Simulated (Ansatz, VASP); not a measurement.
## CuI: VASP beside Ansatz

```xyz
4
Lattice="3.7332 -3.7111 0.0000 3.7332 3.7111 0.0000 0.0000 0.0000 4.3070" Properties=species:S:1:pos:R:3 pbc="T T T"
Cu    3.7332    0.5905    3.2302
Cu    3.7332   -0.5905    1.0767
I     3.7332   -2.0043    3.2302
I     3.7332    2.0043    1.0767
```

Alike in both runs: task single point; functional PBEsol; k mesh 4 × 4 × 6; no spin polarisation.

```csv
,VASP,Ansatz
version,VASP 6.6.1,Ansatz 0.2.0
potentials or method,"VASP PAW PBE potentials, release 64 (Cu, I), cutoff 520 eV","plane waves, PAW"
occupations,"gaussian, width 0.01 eV",fixed
valence electrons in the cell,36,72
```

VASP gave:

* pressure (GPa): -1.3
* traceless stress, the component that is largest in VASP (GPa): 0.74

Task: What did Ansatz give for the same quantities?

Result: Pressure (GPa): -1.3; traceless stress, the component that is largest in VASP (GPa): 0.85.

VASP's potentials were made for PBE, not for PBEsol. VASP's potentials hold 36 valence electrons a cell and Ansatz's 72, so a difference there can come from the potentials and not from the codes.

Neither program's run includes spin-orbit coupling.
